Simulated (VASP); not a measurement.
# Ba3Zn (Pm-3m) in VASP: further runs

Ba3Zn is run at these levels: PBE; tasks: relaxation of cell and atoms, single point.

Everything below comes from runs of VASP 6.6.1. Logs are shortened: lines on timing, memory, paths and dates and some standing lists are left out, and cuts for length are marked.

**1. The cell of the first run**

It takes space group Pm-3m (No. 221, cubic). Conventional cell: a = 4.989 Å, b = 4.989 Å, c = 4.989 Å, α = 90.00°, β = 90.00°, γ = 90.00°. Ba (site symmetry 4/mmm) has 8 Ba at 3.53 Å and 4 Zn at 3.53 Å within 4.6 Å. Zn (site symmetry m-3m) has 12 Ba at 3.53 Å within 4.6 Å.

**2. Relaxation of cell and atoms, PBE**

INCAR reads:

```
SYSTEM = Ba3Zn
PREC     = Accurate       ! precision mode
ENCUT    = 600            ! plane-wave cutoff, eV
EDIFF    = 1E-6           ! SCF threshold, eV
ISMEAR   = 0              ! smearing method
SIGMA    = 0.1            ! smearing width, eV
LREAL    = .FALSE.        ! projectors in reciprocal space
LASPH    = .TRUE.         ! aspherical terms in the spheres
NELM     = 80             ! most SCF steps
ALGO     = Normal         ! electronic algorithm
ISIF     = 3              ! what is computed and relaxed
LWAVE    = .FALSE.        ! write WAVECAR
LCHARG   = .FALSE.        ! write CHGCAR
GGA      = PE             ! functional
IBRION   = 2              ! ionic algorithm
NSW      = 90             ! ionic steps
EDIFFG   = -0.04          ! ionic threshold
```

KPOINTS reads:

```
Automatic mesh
0
G
  4 4 4
  0 0 0
```

POSCAR reads:

```
Ba3Zn
1.0
    4.9889889682      0.0000000000      0.0000000000
    0.0000000000      4.9889889682      0.0000000000
    0.0000000000      0.0000000000      4.9889889682
Ba Zn
3 1
Direct
    0.0000000000      0.5000000000      0.5000000000
    0.5000000000      0.0000000000      0.5000000000
    0.5000000000      0.5000000000      0.0000000000
    0.0000000000      0.0000000000      0.0000000000
```

Potentials or basis: VASP PAW PBE potentials, release 64 (Ba_sv, Zn).

Run with:

```console
$ cat potpaw_PBE.64/Ba_sv/POTCAR potpaw_PBE.64/Zn/POTCAR > POTCAR
$ mpirun -np 1 vasp_std > vasp.out
```

OUTCAR:

```text
SYSTEM = Ba3Zn
   PREC = Accurate
   ENCUT = 600
   EDIFF = 1E-6
   ISMEAR = 0
   LREAL = .FALSE.
   LASPH = .TRUE.
   NELM = 80
   ISIF = 3
   GGA = PE
   IBRION = 2
   NSW = 90
   EDIFFG = -0.04

 ion  position               nearest neighbor table
   1  0.000  0.500  0.500-   2 3.53   3 3.53   4 3.53   3 3.53   4 3.53   2 3.53   4 3.53   4 3.53
                             2 3.53   3 3.53   3 3.53   2 3.53
   2  0.500  0.000  0.500-   1 3.53   3 3.53   4 3.53   3 3.53   4 3.53   1 3.53   3 3.53   3 3.53
                             1 3.53   4 3.53   4 3.53   1 3.53
   3  0.500  0.500  0.000-   1 3.53   2 3.53   4 3.53   1 3.53   2 3.53   2 3.53   4 3.53   2 3.53
                             1 3.53   4 3.53   1 3.53   4 3.53
   4  0.000  0.000  0.000-   1 3.53   2 3.53   3 3.53   1 3.53   2 3.53   1 3.53   3 3.53   1 3.53
                             2 3.53   3 3.53   2 3.53   3 3.53

  LATTYP: Found a simple cubic cell.
 ALAT       =     4.9889889682

  Lattice vectors:

 A1 = (   4.9889889682,   0.0000000000,   0.0000000000)
 A2 = (   0.0000000000,   4.9889889682,   0.0000000000)
 A3 = (   0.0000000000,   0.0000000000,   4.9889889682)

Analysis of symmetry for initial positions (statically):
=====================================================================
 Subroutine PRICEL returns:
 Original cell was already a primitive cell.

 Routine SETGRP: Setting up the symmetry group for a
 simple cubic supercell.

 Subroutine GETGRP returns: Found 48 space group operations
 (whereof 48 operations were pure point group operations)
 out of a pool of 48 trial point group operations.

The static configuration has the point symmetry O_h .

Analysis of symmetry for dynamics (positions and initial velocities):
=====================================================================
 Subroutine PRICEL returns:
 Original cell was already a primitive cell.

 Routine SETGRP: Setting up the symmetry group for a
 simple cubic supercell.

 Subroutine GETGRP returns: Found 48 space group operations
 (whereof 48 operations were pure point group operations)
 out of a pool of 48 trial point group operations.

The dynamic configuration has the point symmetry O_h .

 Subroutine INISYM returns: Found 48 space group operations
 (whereof 48 operations are pure point group operations),
 and found     1 'primitive' translations

----------------------------------------------------------------------------------------

                                     Primitive cell

  volume of cell :     124.1760

  direct lattice vectors                    reciprocal lattice vectors
     4.988988968  0.000000000  0.000000000     0.200441413  0.000000000  0.000000000
     0.000000000  4.988988968  0.000000000     0.000000000  0.200441413  0.000000000
     0.000000000  0.000000000  4.988988968     0.000000000  0.000000000  0.200441413

  length of vectors
     4.988988968  4.988988968  4.988988968     0.200441413  0.200441413  0.200441413

  position of ions in fractional coordinates (direct lattice)
     0.000000000  0.500000000  0.500000000
     0.500000000  0.000000000  0.500000000
     0.500000000  0.500000000  0.000000000
     0.000000000  0.000000000  0.000000000

  ion indices of the primitive-cell ions
   primitive index   ion index
                 1           1
                 2           2
                 3           3
                 4           4

----------------------------------------------------------------------------------------

 KPOINTS: Automatic mesh

Automatic generation of k-mesh.
 Grid dimensions read from file:
 generate k-points for:    4    4    4

 Generating k-lattice:

  Cartesian coordinates                     Fractional coordinates (reciprocal lattice)
     0.050110353  0.000000000  0.000000000     0.250000000  0.000000000  0.000000000
     0.000000000  0.050110353  0.000000000     0.000000000  0.250000000  0.000000000
     0.000000000  0.000000000  0.050110353     0.000000000  0.000000000  0.250000000

  Length of vectors
     0.050110353  0.050110353  0.050110353

  Shift w.r.t. Gamma in fractional coordinates (k-lattice)
     0.000000000  0.000000000  0.000000000

 Subroutine IBZKPT returns following result:
 ===========================================

 Found     10 irreducible k-points:

 Following reciprocal coordinates:
            Coordinates               Weight
  0.000000  0.000000  0.000000      1.000000
  0.250000  0.000000  0.000000      6.000000
  0.500000  0.000000  0.000000      3.000000
  0.250000  0.250000  0.000000     12.000000
  0.500000  0.250000  0.000000     12.000000
  0.500000  0.500000  0.000000      3.000000
  0.250000  0.250000  0.250000      8.000000
  0.500000  0.250000  0.250000     12.000000
  0.500000  0.500000  0.250000      6.000000
  0.500000  0.500000  0.500000      1.000000
   k-points           NKPTS =     10   k-points in BZ     NKDIM =     10   number of bands    NBANDS=     25
   number of dos      NEDOS =    301   number of ions     NIONS =      4
   total plane-waves  NPLWV =  64000
   dimension x,y,z NGX =    40 NGY =   40 NGZ =   40
   dimension x,y,z NGXF=    80 NGYF=   80 NGZF=   80
   ions per type =               3   1
   NGX,Y,Z   is equivalent  to a cutoff of  13.33, 13.33, 13.33 a.u.
   NGXF,Y,Z  is equivalent  to a cutoff of  26.66, 26.66, 26.66 a.u.
 SYSTEM =  Ba3Zn
   PREC   = accura    normal or accurate (medium, high low for compatibility)
   ISTART =      0    job   : 0-new  1-cont  2-samecut
   ICHARG =      2    charge: 1-file 2-atom 10-const
   ISPIN  =      1    spin polarized calculation?
   LNONCOLLINEAR =      F non collinear calculations
   LSORBIT =      F    spin-orbit coupling
   LASPH  =      T    aspherical Exc in radial PAW
   ENCUT  =  600.0 eV  44.10 Ry    6.64 a.u.   9.96  9.96  9.96*2*pi/ulx,y,z
   NELM   =     80;   NELMIN=  2; NELMDL= -5     # of ELM steps
   EDIFF  = 0.1E-05   stopping-criterion for ELM
   LREAL  =      F    real-space projection
   EDIFFG = -.4E-01   stopping-criterion for IOM
   NSW    =     90    number of steps for IOM
   IBRION =      2    ionic relax: 0-MD 1-quasi-New 2-CG
   NFREE  =      1    steps in history (QN), initial steepest desc. (CG)
   ISIF   =      3    stress and relaxation
   ISYM   =      2    0-nonsym 1-usesym 2-fastsym
   POTIM  = 0.5000    time-step for ionic-motion
   TEBEG  =    0.0;   TEEND  =   0.0 temperature during run
   PSTRESS=    0.0 pullay stress
   NELECT =      42.0000    total number of electrons
   NUPDOWN=      -1.0000    fix difference up-down
   EMIN   =  10.00;   EMAX   =-10.00  energy-range for DOS
   EFERMI =   0.00;   METHOD = LEGACY
   ISMEAR =     0;   SIGMA  =   0.10  broadening in eV -4-tet -1-fermi 0-gaus
   EFERMI_NEDOS =   21; number of points for ismear=-14 and -15
   IALGO  =     38    algorithm
   IMIX   =      4    mixing-type and parameters
     AMIX     =   0.40;   BMIX     =  1.00
     AMIX_MAG =   1.60;   BMIX_MAG =  1.00
  volume/ion in A,a.u.               =      31.04       209.50
  Fermi-wavevector in a.u.,A,eV,Ry     =   1.140632  2.155481 17.701729  1.301040
  Thomas-Fermi vector in A             =   2.277333
   LORBIT       =      0    0 simple, 1 ext, 2 COOP (PROOUT), +10 PAW based schemes
   GGA     = PE    functional components
   LHFCALC =     F    Hartree Fock is set to
   AEXX    =    0.0000 exact exchange contribution
   IVDW    =     0    specifies the selected vdW correction
   LEPSILON=     F    determine dielectric tensor
   LRPA    =     F    only Hartree local field effects (RPA)
 conjugate gradient relaxation of ions
 non-spin polarized calculation
 Gauss-broadening in eV      SIGMA  =   0.10
  energy-cutoff  :      600.00
  volume of cell :      124.18
 maximum number of plane-waves:      4224
 NGX is ok and might be reduce to    40
   NGX = 19   NGY = 19   NGZ = 19

--------------------------------------- Ionic step        1  -------------------------------------------

 number of electron      42.0000025 magnetization

 Free energy of the ion-electron system (eV)
  ---------------------------------------------------
  ext. energy  EPLUGINS =         0.00000000
  ---------------------------------------------------
  free energy    TOTEN  =        -5.08628495 eV

  energy without entropy =       -5.04480839  energy(sigma->0) =       -5.06554667

 E-fermi :   3.7119     XC(G=0):  -9.6746

 val. band max:        3.7104308243   @ k =   0.5000   0.2500   0.0000
 cond. band min:       3.7493370187   @ k =   0.2500   0.0000   0.0000
 fundamental gap:      0.0389061943
 Fermi energy:         3.7119002035

 k-point     1 :       0.0000    0.0000    0.0000
  band No.  band energies     occupation
      1     -24.8168      2.00000
      2     -24.1990      2.00000
      3     -24.1990      2.00000
      4     -10.8817      2.00000
      5     -10.8817      2.00000
      6     -10.8817      2.00000
[... 17 lines left out ...]
     24       3.3787      2.00000
     25       6.3124      0.00000
[... 386 lines left out ...]
 POSITION                                       TOTAL-FORCE (eV/Angst)
 -----------------------------------------------------------------------------------
     -0.00000      2.98667      2.98667         0.000000     -0.000000      0.000000
      2.98667     -0.00000      2.98667        -0.000000     -0.000000      0.000000
      2.98667      2.98667     -0.00000        -0.000000      0.000000      0.000000
      0.00000      0.00000      0.00000         0.000000      0.000000      0.000000
 -----------------------------------------------------------------------------------
    total drift:                                0.000000     -0.000000     -0.000000

  FREE ENERGIE OF THE ION-ELECTRON SYSTEM (eV)
  ---------------------------------------------------
  free  energy   TOTEN  =        -6.3049773216 eV

  energy  without entropy=       -6.2727904282  energy(sigma->0) =       -6.28888387

--------------------------------------- Ionic step        5  -------------------------------------------

 number of electron      42.0000022 magnetization

 Free energy of the ion-electron system (eV)
  ---------------------------------------------------
  ext. energy  EPLUGINS =         0.00000000
  ---------------------------------------------------
  free energy    TOTEN  =        -6.41060113 eV

  energy without entropy =       -6.37601295  energy(sigma->0) =       -6.39330704

 E-fermi :   1.9412     XC(G=0):  -8.0434

 val. band max:        1.8158401021   @ k =   0.2500   0.2500   0.2500
 cond. band min:       1.9441969216   @ k =   0.5000   0.2500   0.0000
 fundamental gap:      0.1283568195
 Fermi energy:         1.9411871161

 k-point     1 :       0.0000    0.0000    0.0000
  band No.  band energies     occupation
      1     -26.8981      2.00000
      2     -26.7659      2.00000
      3     -26.7659      2.00000
      4     -12.4137      2.00000
      5     -12.4137      2.00000
      6     -12.4137      2.00000
[... 17 lines left out ...]
     24       2.0149      0.29752
     25       3.5291      0.00000
[... 272 lines left out ...]
 POSITION                                       TOTAL-FORCE (eV/Angst)
 -----------------------------------------------------------------------------------
     -0.00000      2.86633      2.86633         0.000000     -0.000000      0.000000
      2.86633     -0.00000      2.86633        -0.000000     -0.000000      0.000000
      2.86633      2.86633     -0.00000        -0.000000     -0.000000      0.000000
      0.00000      0.00000      0.00000         0.000000      0.000000      0.000000
 -----------------------------------------------------------------------------------
    total drift:                                0.000000     -0.000000     -0.000000

  FREE ENERGIE OF THE ION-ELECTRON SYSTEM (eV)
  ---------------------------------------------------
  free  energy   TOTEN  =        -6.4106011303 eV

  energy  without entropy=       -6.3760129538  energy(sigma->0) =       -6.39330704

 reached required accuracy - stopping structural energy minimisation
```

Run time: 93 s. Hardware: 1 thread of Intel Xeon Platinum 8488C (Sapphire Rapids), shared host; peak memory 0.26 GiB.

What came out:

| Quantity | Value |
| --- | --- |
| Free energy | -6.4106 eV |
| Relaxed volume | 47.10 Å³/atom |
| Relaxed cell | a = 5.733 Å, b = 5.733 Å, c = 5.733 Å, α = 90.00°, β = 90.00°, γ = 90.00° |
| Space group after relaxing (to 0.05 Å) | Pm-3m (No. 221) |
| Energy gained by relaxing | 331.1 meV/atom |
| Ionic steps | 5 |
| Pressure after relaxing | -0.1 GPa |
| Band gap on the k mesh | zero (band 21 reaches 2.12 eV, above the bottom of band 22 at 1.82 eV) |

The path:
| step | energy change (eV) | largest force (eV/Å) | pressure (GPa) | volume (Å³) |
| --- | --- | --- | --- | --- |
| 1 | 0.0000 | 0.0000 | 9.49 | 124.18 |
| 2 | -1.1626 | 0.0000 | 2.13 | 160.25 |
| 3 | -1.3047 | 0.0000 | 0.68 | 176.77 |
| 4 | -1.2187 | 0.0000 | -1.12 | 213.13 |
| 5 | -1.3243 | 0.0000 | -0.10 | 188.40 |

Final structure:
```
Ba Zn
1.0
     5.73267    0.00000    0.00000
     0.00000    5.73267    0.00000
     0.00000    0.00000    5.73267
Ba Zn
3 1
Direct
  0.00000 0.50000 0.50000
  0.50000 0.00000 0.50000
  0.50000 0.50000 0.00000
  0.00000 0.00000 0.00000
```

Caveat: the volume moved by over 15 % at a fixed basis, so the end points are rough; spin-orbit coupling is left out, which moves the levels of the heavy elements.

**3. Single point, PBE**

This run uses another cell than the first one, of 45.29 Å³/atom, 1.459 times its volume.

INCAR reads:

```
SYSTEM = Ba3Zn
PREC = Accurate
ENCUT = 520
EDIFF = 1E-6
ISMEAR = 0
SIGMA = 0.1
LREAL = .FALSE.
LASPH = .TRUE.
NELM = 60
ALGO = Fast
ISIF = 2
LWAVE = .FALSE.
LCHARG = .FALSE.
GGA = PE
NBANDS = 29
```

KPOINTS reads:

```
Automatic mesh
0
G
  8 8 8
  0 0 0
```

POSCAR reads:

```
Ba3Zn
1.0
    5.6581772438      0.0000000000      0.0000000000
    0.0000000000      5.6581772438      0.0000000000
    0.0000000000      0.0000000000      5.6581772438
Ba Zn
3 1
Direct
    0.0000000000      0.5000000000      0.5000000000
    0.5000000000      0.0000000000      0.5000000000
    0.5000000000      0.5000000000      0.0000000000
    0.0000000000      0.0000000000      0.0000000000
```

Potentials or basis: VASP PAW PBE potentials, release 64 (Ba_sv, Zn).

Run with:

```console
$ cat potpaw_PBE.64/Ba_sv/POTCAR potpaw_PBE.64/Zn/POTCAR > POTCAR
$ mpirun -np 1 vasp_std > vasp.out
```

Wall time 2.3 min (1 thread of Intel Xeon Platinum 8488C (Sapphire Rapids), shared host); peak memory 0.35 GiB.

It converged, with:

```
Free energy            : -6.3841 eV
Pressure               : 0.2 GPa
Band gap on the k mesh : zero (band 21 reaches 2.26 eV, above the bottom of band 22 at 1.95 eV)
```

Levels at points of the mesh, in eV from the Fermi level:
```csv
k point,band 17,band 18,band 19,band 20,band 21,band 22,band 23,band 24,band 25,band 26
"(0.00, 0.00, 0.00)",-6.71,-4.27,-1.87,-0.17,-0.17,0.03,0.03,0.03,1.63,1.63
"(0.50, 0.00, 0.00)",-6.70,-3.48,-1.72,-0.62,0.15,0.15,0.37,1.09,1.80,1.80
"(0.50, 0.50, 0.00)",-6.69,-3.27,-0.79,-0.79,-0.22,0.29,0.77,0.77,1.02,1.86
"(0.50, 0.50, 0.50)",-6.69,-3.65,-0.55,-0.55,-0.55,0.71,0.71,0.71,1.85,1.85
```

Caveat: spin-orbit coupling is left out, which moves the levels of the heavy elements.
